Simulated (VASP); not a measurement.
# Mg (Im-3m) in VASP: notebook

Mg is run at these levels: PBE; tasks: single point.

All numbers are computed with VASP 6.6.1; they aren't measurements. Logs are shortened: lines on timing, memory, paths and dates and some standing lists are left out, and cuts for length are marked.

## Step 1: The cell of the first run

Symmetry: Im-3m, No. 229, cubic system. Conventional cell: a = 3.456 Å, b = 3.456 Å, c = 3.456 Å, α = 90.00°, β = 90.00°, γ = 90.00°. Mg (site symmetry m-3m) has 14 Mg at 2.99 to 3.46 Å within 3.9 Å.

This isn't the form of Mg at room conditions, which is hcp.

## Step 2: Single point, PBE (20.64 Å³/atom)

The input, POSCAR:

```
Mg
1.0
   -1.7280914947      1.7280914947      1.7280914947
    1.7280914947     -1.7280914947      1.7280914947
    1.7280914947      1.7280914947     -1.7280914947
Mg
1
Direct
    0.0000000000      0.0000000000      0.0000000000
```

The input, INCAR.step1:

```
ALGO = Normal ; EDIFF = 1E-6
ENCUT = 520 ; GGA = PE
GGA_COMPAT = False ; ISIF = 2
ISMEAR = -1 ; LASPH = True
LCHARG = True ; LORBIT = 11
LREAL = False ; LWAVE = False
NBANDS = 7 ; NEDOS = 2001
NELM = 120 ; PREC = Accurate
SIGMA = 0.05
```

The input, KPOINTS.step1:

```
k-points
0
Gamma
  17 17 17
```

The input, INCAR.step2:

```
ALGO = Normal ; EDIFF = 1E-6
ENCUT = 520 ; GGA = PE
GGA_COMPAT = False ; ICHARG = 11
ISIF = 2 ; ISMEAR = -5
LASPH = True ; LCHARG = False
LORBIT = 11 ; LREAL = False
LWAVE = False ; NEDOS = 2001
NELM = 120 ; PREC = Accurate
SIGMA = 0.05
```

The input, KPOINTS.step2:

```
k-points
0
Gamma
  26 26 26
```

Potentials or basis: VASP PAW PBE potentials, release 64 (Mg).

Started as:

```console
cat potpaw_PBE.64/Mg/POTCAR > POTCAR
cp INCAR.step1 INCAR
cp KPOINTS.step1 KPOINTS
mpirun -np 1 vasp_std > vasp.out
cp INCAR.step2 INCAR
cp KPOINTS.step2 KPOINTS
mpirun -np 1 vasp_std > vasp.out
```

OUTCAR:

```text
EDIFF = 1E-6
   ENCUT = 520
   GGA = PE
   ICHARG = 11
   ISIF = 2
   ISMEAR = -5
   LASPH = True
   LORBIT = 11
   LREAL = False
   NELM = 120
   PREC = Accurate

 ion  position               nearest neighbor table
   1  0.000  0.000  0.000-

  LATTYP: Found a body centered cubic cell.
 ALAT       =     3.4561829894

  Lattice vectors:

 A1 = (  -1.7280914947,   1.7280914947,   1.7280914947)
 A2 = (   1.7280914947,  -1.7280914947,   1.7280914947)
 A3 = (   1.7280914947,   1.7280914947,  -1.7280914947)

Analysis of symmetry for initial positions (statically):
=====================================================================
 Subroutine PRICEL returns:
 Original cell was already a primitive cell.

 Routine SETGRP: Setting up the symmetry group for a
 body centered cubic supercell.

 Subroutine GETGRP returns: Found 48 space group operations
 (whereof 48 operations were pure point group operations)
 out of a pool of 48 trial point group operations.

The static configuration has the point symmetry O_h .

Analysis of symmetry for dynamics (positions and initial velocities):
=====================================================================
 Subroutine PRICEL returns:
 Original cell was already a primitive cell.

 Routine SETGRP: Setting up the symmetry group for a
 body centered cubic supercell.

 Subroutine GETGRP returns: Found 48 space group operations
 (whereof 48 operations were pure point group operations)
 out of a pool of 48 trial point group operations.

The dynamic configuration has the point symmetry O_h .

 Subroutine INISYM returns: Found 48 space group operations
 (whereof 48 operations are pure point group operations),
 and found     1 'primitive' translations

----------------------------------------------------------------------------------------

                                     Primitive cell

  volume of cell :      20.6424

  direct lattice vectors                    reciprocal lattice vectors
    -1.728091495  1.728091495  1.728091495     0.000000000  0.289336532  0.289336532
     1.728091495 -1.728091495  1.728091495     0.289336532  0.000000000  0.289336532
     1.728091495  1.728091495 -1.728091495     0.289336532  0.289336532  0.000000000

  length of vectors
     2.993142269  2.993142269  2.993142269     0.409183648  0.409183648  0.409183648

  position of ions in fractional coordinates (direct lattice)
     0.000000000  0.000000000  0.000000000

  ion indices of the primitive-cell ions
   primitive index   ion index
                 1           1

----------------------------------------------------------------------------------------

 KPOINTS: k-points

Automatic generation of k-mesh.
 Grid dimensions read from file:
 generate k-points for:   26   26   26

 Generating k-lattice:

  Cartesian coordinates                     Fractional coordinates (reciprocal lattice)
     0.000000000  0.011128328  0.011128328     0.038461538  0.000000000  0.000000000
     0.011128328  0.000000000  0.011128328     0.000000000  0.038461538  0.000000000
     0.011128328  0.011128328  0.000000000     0.000000000  0.000000000  0.038461538

  Length of vectors
     0.015737833  0.015737833  0.015737833

  Shift w.r.t. Gamma in fractional coordinates (k-lattice)
     0.000000000  0.000000000  0.000000000

 TETIRR: Found  21036 inequivalent tetrahedra from   105456

 Subroutine IBZKPT returns following result:
 ===========================================

 Found    511 irreducible k-points:

 Following reciprocal coordinates:
            Coordinates               Weight
  0.000000  0.000000  0.000000      1.000000
  0.038462  0.000000  0.000000     12.000000
  0.076923  0.000000  0.000000     12.000000
  0.115385  0.000000  0.000000     12.000000
  0.153846  0.000000  0.000000     12.000000
  0.192308  0.000000  0.000000     12.000000
[... 16 lines left out ...]
  0.346154  0.038462  0.000000     48.000000
  0.384615  0.038462  0.000000     48.000000
 [... further k-points ...]
   k-points           NKPTS =    511   k-points in BZ     NKDIM =    511   number of bands    NBANDS=      5
   number of dos      NEDOS =   2001   number of ions     NIONS =      1
   total plane-waves  NPLWV =  13824
   dimension x,y,z NGX =    24 NGY =   24 NGZ =   24
   dimension x,y,z NGXF=    48 NGYF=   48 NGZF=   48
   ions per type =               1
   NGX,Y,Z   is equivalent  to a cutoff of  13.33, 13.33, 13.33 a.u.
   NGXF,Y,Z  is equivalent  to a cutoff of  26.66, 26.66, 26.66 a.u.
 SYSTEM =  unknown system
   PREC   = accura    normal or accurate (medium, high low for compatibility)
   ISTART =      0    job   : 0-new  1-cont  2-samecut
   ICHARG =     11    charge: 1-file 2-atom 10-const
   ISPIN  =      1    spin polarized calculation?
   LNONCOLLINEAR =      F non collinear calculations
   LSORBIT =      F    spin-orbit coupling
   LASPH  =      T    aspherical Exc in radial PAW
   ENCUT  =  520.0 eV  38.22 Ry    6.18 a.u.   5.57  5.57  5.57*2*pi/ulx,y,z
   NELM   =    120;   NELMIN=  2; NELMDL=  0     # of ELM steps
   EDIFF  = 0.1E-05   stopping-criterion for ELM
   LREAL  =      F    real-space projection
   EDIFFG = 0.1E-04   stopping-criterion for IOM
   NSW    =      0    number of steps for IOM
   IBRION =     -1    ionic relax: 0-MD 1-quasi-New 2-CG
   NFREE  =      0    steps in history (QN), initial steepest desc. (CG)
   ISIF   =      2    stress and relaxation
   ISYM   =      2    0-nonsym 1-usesym 2-fastsym
   POTIM  = 0.5000    time-step for ionic-motion
   TEBEG  =    0.0;   TEEND  =   0.0 temperature during run
   PSTRESS=    0.0 pullay stress
   NELECT =       2.0000    total number of electrons
   NUPDOWN=      -1.0000    fix difference up-down
   EMIN   =  10.00;   EMAX   =-10.00  energy-range for DOS
   EFERMI =   0.00;   METHOD = LEGACY
   ISMEAR =    -5;   SIGMA  =   0.05  broadening in eV -4-tet -1-fermi 0-gaus
   EFERMI_NEDOS =   21; number of points for ismear=-14 and -15
   IALGO  =     38    algorithm
   IMIX   =      4    mixing-type and parameters
     AMIX     =   0.40;   BMIX     =  1.00
     AMIX_MAG =   1.60;   BMIX_MAG =  1.00
  volume/ion in A,a.u.               =      20.64       139.30
  Fermi-wavevector in a.u.,A,eV,Ry     =   0.751908  1.420900  7.692269  0.565366
  Thomas-Fermi vector in A             =   1.848997
   LORBIT       =     11    0 simple, 1 ext, 2 COOP (PROOUT), +10 PAW based schemes
   GGA     = PE    functional components
   LHFCALC =     F    Hartree Fock is set to
   AEXX    =    0.0000 exact exchange contribution
   IVDW    =     0    specifies the selected vdW correction
   LEPSILON=     F    determine dielectric tensor
   LRPA    =     F    only Hartree local field effects (RPA)
 non-spin polarized calculation
 Fermi weights with tetrahedron method with Bloechl corrections
  energy-cutoff  :      520.00
  volume of cell :       20.64
 maximum number of plane-waves:       586

 number of electron       2.0000000 magnetization

 Free energy of the ion-electron system (eV)
  ---------------------------------------------------
  ext. energy  EPLUGINS =         0.00000000
  ---------------------------------------------------
  free energy    TOTEN  =        -1.44990535 eV

  energy without entropy =       -1.44990535  energy(sigma->0) =       -1.44990535

 E-fermi :   3.2753     XC(G=0):  -8.8295

 val. band max:        3.3116499271   @ k =  -0.4615  -0.4615   0.2308
 cond. band min:       3.1694984285   @ k =  -0.4231  -0.4231   0.0769
 fundamental gap:     -0.1421514986
 Fermi energy:         3.2752733291

 k-point     1 :       0.0000    0.0000    0.0000
  band No.  band energies     occupation
      1      -4.1855      2.00000
      2      16.9836      0.00000
      3      16.9836      0.00000
      4      16.9836      0.00000
      5      19.1109      0.00000

 k-point     2 :       0.0385    0.0000    0.0000
  band No.  band energies     occupation
      1      -4.1481      2.00000
      2      16.5390      0.00000
      3      16.7670      0.00000
      4      16.8231      0.00000
      5      18.5919      0.00000

 k-point     3 :       0.0769    0.0000    0.0000
  band No.  band energies     occupation
      1      -4.0359      2.00000
      2      15.4002      0.00000
      3      16.2620      0.00000
      4      16.4443      0.00000
      5      18.0041      0.00000

 k-point     4 :       0.1154    0.0000    0.0000
  band No.  band energies     occupation
      1      -3.8493      2.00000
      2      14.0221      0.00000
      3      15.6615      0.00000
      4      15.9900      0.00000
      5      17.3353      0.00000

 k-point     5 :       0.1538    0.0000    0.0000
  band No.  band energies     occupation
      1      -3.5888      2.00000
      2      12.6092      0.00000
      3      15.0588      0.00000
      4      15.5330      0.00000
      5      16.7327      0.00000

 k-point     6 :       0.1923    0.0000    0.0000
  band No.  band energies     occupation
      1      -3.2550      2.00000
      2      11.2190      0.00000
      3      14.4920      0.00000
      4      15.1040      0.00000
      5      16.1906      0.00000
[... 113 lines left out ...]
 k-point    21 :       0.2692    0.0385    0.0000
  band No.  band energies     occupation
      1      -2.0786      2.00000
      2       7.9660      0.00000
      3      12.8271      0.00000
      4      14.1479      0.00000
      5      15.3795      0.00000

 k-point    22 :       0.3077    0.0385   -0.0000
  band No.  band energies     occupation
      1      -1.4967      2.00000
      2       6.7527      0.00000
      3      12.4847      0.00000
      4      13.8694      0.00000
      5      15.0593      0.00000

 k-point    23 :       0.3462    0.0385    0.0000
  band No.  band energies     occupation
      1      -0.8476      2.00000
      2       5.5981      0.00000
      3      12.2093      0.00000
      4      13.6455      0.00000
      5      14.8020      0.00000

 k-point    24 :       0.3846    0.0385    0.0000
  band No.  band energies     occupation
      1      -0.1346      2.00000
      2       4.5058     -0.00989
      3      12.0019      0.00000
      4      13.4771      0.00000
      5      14.6085      0.00000

 [... further k-points ...]
[... 5 lines left out ...]
  --------------------------------------------------------------------------------------
  -------------------------------------------------------------------------------------
  Total        0.5606530      0.5606530      0.5606530      0.0000000      0.0000000      0.0000000
  in kB       43.5155550     43.5155550     43.5155550      0.0000000      0.0000000      0.0000000
  external PRESSURE =      43.5155550 kB  Pullay stress =       0.0000000 kB

 VOLUME and BASIS-vectors are now :
 -----------------------------------------------------------------------------
  energy-cutoff  :      520.00
  volume of cell :       20.64
      direct lattice vectors                 reciprocal lattice vectors
    -1.728091495  1.728091495  1.728091495     0.000000000  0.289336532  0.289336532
     1.728091495 -1.728091495  1.728091495     0.289336532  0.000000000  0.289336532
     1.728091495  1.728091495 -1.728091495     0.289336532  0.289336532  0.000000000

 POSITION                                       TOTAL-FORCE (eV/Angst)
 -----------------------------------------------------------------------------------
      0.00000      0.00000      0.00000         0.000000      0.000000      0.000000
 -----------------------------------------------------------------------------------
    total drift:                                0.000000      0.000000      0.000000

  FREE ENERGIE OF THE ION-ELECTRON SYSTEM (eV)
  ---------------------------------------------------
  free  energy   TOTEN  =        -1.4499053474 eV

  energy  without entropy=       -1.4499053474  energy(sigma->0) =       -1.44990535

 total charge

# of ion       s       p       d       tot
------------------------------------------
    1        0.214   0.143   0.015   0.373
```

Run time: 85 s. Hardware: 1 thread of Intel Xeon 8259CL, shared host; peak memory 0.2 GiB.

Results:

```yaml
Valence_electrons_inside_the_program's_atomic_spheres: Mg 0.37
```

Caveat: tetrahedron occupations give inexact forces and stress in metals.

[end of part 1 of 2]
